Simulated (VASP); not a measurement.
# AlN (P6_3mc) in VASP: further runs

Runs on AlN. Level: r2SCAN. Tasks: relaxation of shape and atoms at fixed volume.

All numbers are computed with VASP 6.6.1; they aren't measurements. Logs are shortened: lines on timing, memory, paths and dates and some standing lists are left out, and cuts for length are marked.

**1. The cell of the first run**

Symmetry: P6_3mc, No. 186, hexagonal system. The conventional cell has a = 3.166 Å, b = 3.166 Å, c = 5.081 Å, α = 90.00°, β = 90.00°, γ = 120.00°. Al (site symmetry 3m) has 4 N at 1.92 to 1.94 Å within 2.6 Å. Within 2.6 Å of N (site symmetry 3m) lie 4 Al at 1.92 to 1.94 Å.

**2. Relaxation of shape and atoms at fixed volume, r2SCAN (volume scaled by 1.06)**

POSCAR reads:

```
AlN
1.0
    3.1660029394      0.0000000000      0.0000000000
   -1.5830014697      2.7418389740      0.0000000000
    0.0000000000      0.0000000000      5.0813221241
Al N
2 2
Direct
    0.3333333333      0.6666666667     -0.0006309282
    0.6666666667      0.3333333333      0.4993690718
    0.3333333333      0.6666666667      0.3806309282
    0.6666666667      0.3333333333      0.8806309282
```

INCAR.step1 reads:

```
PREC     = Accurate       # precision mode
ENCUT    = 600            # plane-wave cutoff, eV
ISMEAR   = 0              # smearing method
SIGMA    = 0.02           # smearing width, eV
LREAL    = False          # projectors in reciprocal space
LASPH    = True           # aspherical terms in the spheres
NELM     = 80             # most SCF steps
GGA      = PE             # functional
ALGO     = Normal         # electronic algorithm
EDIFF    = 1E-4           # SCF threshold, eV
LWAVE    = True           # write WAVECAR
LCHARG   = False          # write CHGCAR
```

INCAR.step2 reads:

```
PREC     = Accurate       # precision mode
ENCUT    = 600            # plane-wave cutoff, eV
EDIFF    = 1E-6           # SCF threshold, eV
ISMEAR   = 0              # smearing method
SIGMA    = 0.02           # smearing width, eV
LREAL    = False          # projectors in reciprocal space
LASPH    = True           # aspherical terms in the spheres
NELM     = 80             # most SCF steps
ALGO     = Normal         # electronic algorithm
ISIF     = 4              # what is computed and relaxed
LWAVE    = False          # write WAVECAR
LCHARG   = False          # write CHGCAR
METAGGA  = R2SCAN         # meta-GGA
LMIXTAU  = True         
IBRION   = 2              # ionic algorithm
NSW      = 50             # ionic steps
EDIFFG   = -0.01          # ionic threshold
ISTART   = 1
```

KPOINTS reads:

```
regular mesh
0
Gamma
  12 12 6
```

Potentials or basis: VASP PAW PBE potentials, release 64 (Al, N).

The run is started by

```
cat potpaw_PBE.64/Al/POTCAR potpaw_PBE.64/N/POTCAR > POTCAR
cp INCAR.step1 INCAR
mpirun -np 1 vasp_std > vasp.out
cp INCAR.step2 INCAR
mpirun -np 1 vasp_std > vasp.out
```

OUTCAR:

```text
PREC = Accurate
   ENCUT = 600
   EDIFF = 1E-6
   ISMEAR = 0
   LREAL = False
   LASPH = True
   NELM = 80
   ISIF = 4
   METAGGA = R2SCAN
   IBRION = 2
   NSW = 50
   EDIFFG = -0.01
   ISTART = 1

 ion  position               nearest neighbor table
   1  0.333  0.667  0.999-   4 1.92   4 1.92   4 1.92   3 1.94   2 3.13   2 3.13   2 3.13   2 3.13
                             2 3.13   2 3.13
   2  0.667  0.333  0.499-   3 1.92   3 1.92   3 1.92   4 1.94   1 3.13   1 3.13   1 3.13   1 3.13
                             1 3.13   1 3.13
   3  0.333  0.667  0.381-   2 1.92   2 1.92   2 1.92   1 1.94
   4  0.667  0.333  0.881-   1 1.92   1 1.92   1 1.92   2 1.94

  LATTYP: Found a hexagonal cell.
 ALAT       =     3.1660029394
 C/A-ratio  =     1.6049644367

  Lattice vectors:

 A1 = (   3.1660029394,   0.0000000000,   0.0000000000)
 A2 = (  -1.5830014697,   2.7418389740,   0.0000000000)
 A3 = (   0.0000000000,   0.0000000000,   5.0813221241)

Analysis of symmetry for initial positions (statically):
=====================================================================
 Subroutine PRICEL returns:
 Original cell was already a primitive cell.

 Routine SETGRP: Setting up the symmetry group for a
 hexagonal supercell.

 Subroutine GETGRP returns: Found 12 space group operations
 (whereof  6 operations were pure point group operations)
 out of a pool of 24 trial point group operations.

The static configuration has the point symmetry C_3v.
 The point group associated with its full space group is C_6v.

Analysis of symmetry for dynamics (positions and initial velocities):
=====================================================================
 Subroutine PRICEL returns:
 Original cell was already a primitive cell.

 Routine SETGRP: Setting up the symmetry group for a
 hexagonal supercell.

 Subroutine GETGRP returns: Found 12 space group operations
 (whereof  6 operations were pure point group operations)
 out of a pool of 24 trial point group operations.

The dynamic configuration has the point symmetry C_3v.
 The point group associated with its full space group is C_6v.

 Subroutine INISYM returns: Found 12 space group operations
 (whereof  6 operations are pure point group operations),
 and found     1 'primitive' translations

----------------------------------------------------------------------------------------

                                     Primitive cell

  volume of cell :      44.1093

  direct lattice vectors                    reciprocal lattice vectors
     3.166002939  0.000000000  0.000000000     0.315855676  0.182359360  0.000000000
    -1.583001470  2.741838974  0.000000000     0.000000000  0.364718720  0.000000000
     0.000000000  0.000000000  5.081322124     0.000000000  0.000000000  0.196799175

  length of vectors
     3.166002939  3.166002939  5.081322124     0.364718720  0.364718720  0.196799175

  position of ions in fractional coordinates (direct lattice)
     0.333333333  0.666666667  0.999369072
     0.666666667  0.333333333  0.499369072
     0.333333333  0.666666667  0.380630928
     0.666666667  0.333333333  0.880630928

  ion indices of the primitive-cell ions
   primitive index   ion index
                 1           1
                 2           2
                 3           3
                 4           4

----------------------------------------------------------------------------------------

 KPOINTS: regular mesh

Automatic generation of k-mesh.
 Grid dimensions read from file:
[... 75 lines left out ...]
   PSTRESS=    0.0 pullay stress
   NELECT =      16.0000    total number of electrons
   NUPDOWN=      -1.0000    fix difference up-down
   EMIN   =  10.00;   EMAX   =-10.00  energy-range for DOS
   EFERMI =   0.00;   METHOD = LEGACY
   ISMEAR =     0;   SIGMA  =   0.02  broadening in eV -4-tet -1-fermi 0-gaus
   EFERMI_NEDOS =   21; number of points for ismear=-14 and -15
   IALGO  =     38    algorithm
   IMIX   =      4    mixing-type and parameters
     AMIX     =   0.40;   BMIX     =  1.00
     AMIX_MAG =   1.60;   BMIX_MAG =  1.00
  volume/ion in A,a.u.               =      11.03        74.42
  Fermi-wavevector in a.u.,A,eV,Ry     =   1.167539  2.206329 18.546754  1.363148
  Thomas-Fermi vector in A             =   2.304038
   LORBIT       =      0    0 simple, 1 ext, 2 COOP (PROOUT), +10 PAW based schemes
   METAGGA = R2SCAN    functional components
   LHFCALC =     F    Hartree Fock is set to
   AEXX    =    0.0000 exact exchange contribution
   IVDW    =     0    specifies the selected vdW correction
   LEPSILON=     F    determine dielectric tensor
   LRPA    =     F    only Hartree local field effects (RPA)
 conjugate gradient relaxation of ions
 non-spin polarized calculation
 Gauss-broadening in eV      SIGMA  =   0.02
  energy-cutoff  :      600.00
  volume of cell :       44.11
 maximum number of plane-waves:      1496
 NGX is ok and might be reduce to    28
   NGX = 13   NGY = 13   NGZ = 21

--------------------------------------- Ionic step        1  -------------------------------------------

 number of electron      15.9999999 magnetization

 Free energy of the ion-electron system (eV)
  ---------------------------------------------------
  ext. energy  EPLUGINS =         0.00000000
  ---------------------------------------------------
  free energy    TOTEN  =       -38.36246269 eV

  energy without entropy =      -38.36246269  energy(sigma->0) =      -38.36246269

------------------------ aborting loop because EDIFF is reached ----------------------------------------

  FORCE on cell =-STRESS in cart. coord.  units (eV):
  Direction    XX          YY          ZZ          XY          YZ          ZX
  --------------------------------------------------------------------------------------
  -------------------------------------------------------------------------------------
  Total       -3.1465755     -3.1465755     -3.0468332      0.0000000      0.0000000      0.0000000
  in kB     -114.2927696   -114.2927696   -110.6698390      0.0000000      0.0000000      0.0000000
  external PRESSURE =    -113.0851261 kB  Pullay stress =       0.0000000 kB

 VOLUME and BASIS-vectors are now :
 -----------------------------------------------------------------------------
  energy-cutoff  :      600.00
  volume of cell :       44.11
      direct lattice vectors                 reciprocal lattice vectors
     3.166002939  0.000000000  0.000000000     0.315855676  0.182359360  0.000000000
    -1.583001470  2.741838974  0.000000000     0.000000000  0.364718720  0.000000000
     0.000000000  0.000000000  5.081322124     0.000000000  0.000000000  0.196799175

 POSITION                                       TOTAL-FORCE (eV/Angst)
 -----------------------------------------------------------------------------------
     -0.00000      1.82789      5.07812         0.000000     -0.000000      0.018510
      1.58300      0.91395      2.53746        -0.000000      0.000000      0.018510
     -0.00000      1.82789      1.93411        -0.000000      0.000000     -0.018510
      1.58300      0.91395      4.47477         0.000000     -0.000000     -0.018510
 -----------------------------------------------------------------------------------
    total drift:                               -0.000000      0.000000      0.021646

  FREE ENERGIE OF THE ION-ELECTRON SYSTEM (eV)
  ---------------------------------------------------
  free  energy   TOTEN  =       -38.3624626891 eV

  energy  without entropy=      -38.3624626891  energy(sigma->0) =      -38.36246269

--------------------------------------- Ionic step        2  -------------------------------------------

 number of electron      15.9999999 magnetization

 Free energy of the ion-electron system (eV)
  ---------------------------------------------------
  ext. energy  EPLUGINS =         0.00000000
  ---------------------------------------------------
  free energy    TOTEN  =       -38.36256258 eV

  energy without entropy =      -38.36256258  energy(sigma->0) =      -38.36256258

 E-fermi :   5.4877     XC(G=0): -11.1544

 val. band max:        5.3570190414   @ k =   0.0000   0.0000   0.0000
 cond. band min:       9.7609926471   @ k =   0.0000   0.0000   0.0000
 fundamental gap:      4.4039736057
 Fermi energy:         5.4877415409

 k-point     1 :       0.0000    0.0000    0.0000
  band No.  band energies     occupation
      1     -10.2593      2.00000
      2      -8.3227      2.00000
      3      -0.4430      2.00000
      4       4.5346      2.00000
      5       4.5346      2.00000
      6       5.1738      2.00000
      7       5.1738      2.00000
      8       5.3570      2.00000
      9       9.7610      0.00000
     10      12.4128      0.00000
     11      16.4723      0.00000
     12      17.0103      0.00000
[... 331 lines left out ...]
 k-point    24 :       0.3333   -0.0000    0.1667
  band No.  band energies     occupation
      1      -9.0345      2.00000
      2      -7.9418      2.00000
      3       0.6031      2.00000
      4       1.5180      2.00000
      5       2.1188      2.00000
      6       3.6462      2.00000
      7       4.5929      2.00000
      8       4.7267      2.00000
      9      11.6715      0.00000
     10      12.5408      0.00000
     11      14.2498      0.00000
     12      16.0295      0.00000

 [... further k-points ...]
[... 5 lines left out ...]
  --------------------------------------------------------------------------------------
  -------------------------------------------------------------------------------------
  Total       -3.1186411     -3.1186411     -3.0935735      0.0000000      0.0000000      0.0000000
  in kB     -113.2781108   -113.2781108   -112.3675831      0.0000000      0.0000000      0.0000000
  external PRESSURE =    -112.9746016 kB  Pullay stress =       0.0000000 kB

 VOLUME and BASIS-vectors are now :
 -----------------------------------------------------------------------------
  energy-cutoff  :      600.00
  volume of cell :       44.11
      direct lattice vectors                 reciprocal lattice vectors
     3.164733925  0.000000000  0.000000000     0.315982330  0.182432483 -0.000000000
    -1.582366962  2.740739975  0.000000000     0.000000000  0.364864967 -0.000000000
     0.000000000  0.000000000  5.085398021     0.000000000  0.000000000  0.196641442

 POSITION                                       TOTAL-FORCE (eV/Angst)
 -----------------------------------------------------------------------------------
     -0.00000      1.82716      5.08308         0.000000      0.000000      0.008417
      1.58237      0.91358      2.54038         0.000000      0.000000      0.008417
     -0.00000      1.82716      1.93477        -0.000000     -0.000000     -0.008417
      1.58237      0.91358      4.47747        -0.000000     -0.000000     -0.008417
 -----------------------------------------------------------------------------------
    total drift:                               -0.000000      0.000000      0.021414

  FREE ENERGIE OF THE ION-ELECTRON SYSTEM (eV)
  ---------------------------------------------------
  free  energy   TOTEN  =       -38.3625625773 eV

  energy  without entropy=      -38.3625625773  energy(sigma->0) =      -38.36256258

 reached required accuracy - stopping structural energy minimisation
```

Wall time 7.5 min (1 thread of Oxide Virtual Turin-like, shared host); peak memory 0.17 GiB.

Results:

| Item | Value |
| --- | --- |
| Free energy | -38.3626 eV |
| Energy gained by relaxing | 0.0 meV/atom |
| Ionic steps | 2 |
| Pressure after relaxing | -11.3 GPa |
| Largest force after relaxing | 0.008 eV/Å |
| Band gap on the k mesh | 4.40 eV, direct |

Forces on the atoms (eV/Å):
```
Al   0.000  0.000  0.008
Al   0.000  0.000  0.008
N    0.000  0.000 -0.008
N    0.000  0.000 -0.008
```

Stress tensor (GPa, compression positive):
```
-11.33   0.00   0.00
  0.00 -11.33   0.00
  0.00   0.00 -11.24
```

Final structure:
```
Al N
1.0
     3.16473    0.00000    0.00000
    -1.58237    2.74074    0.00000
     0.00000    0.00000    5.08540
Al N
2 2
Cartesian
  0.0000 1.8272 5.0831
  1.5824 0.9136 2.5404
  0.0000 1.8272 1.9348
  1.5824 0.9136 4.4775
```

Levels at points of the mesh, in eV from the valence-band top:
| k point | band 5 | band 6 | band 7 | band 8 | band 9 | band 10 | band 11 | band 12 |
| --- | --- | --- | --- | --- | --- | --- | --- | --- |
| (0.00, 0.00, 0.00) | -0.82 | -0.18 | -0.18 | 0.00 | 4.40 | 7.06 | 11.12 | 11.65 |
| (0.50, 0.00, 0.00) | -3.24 | -2.02 | -1.67 | -0.67 | 6.30 | 6.37 | 8.54 | 10.83 |
| (0.00, 0.00, 0.50) | -0.51 | -0.51 | -0.51 | -0.51 | 6.75 | 6.75 | 10.82 | 10.82 |
| (0.50, 0.00, 0.50) | -1.42 | -1.42 | -1.33 | -1.33 | 5.79 | 5.79 | 9.79 | 9.79 |

Caveat: the PAW data sets were made with another functional, which shifts forces and pressure a little.

[end of part 1 of 2]
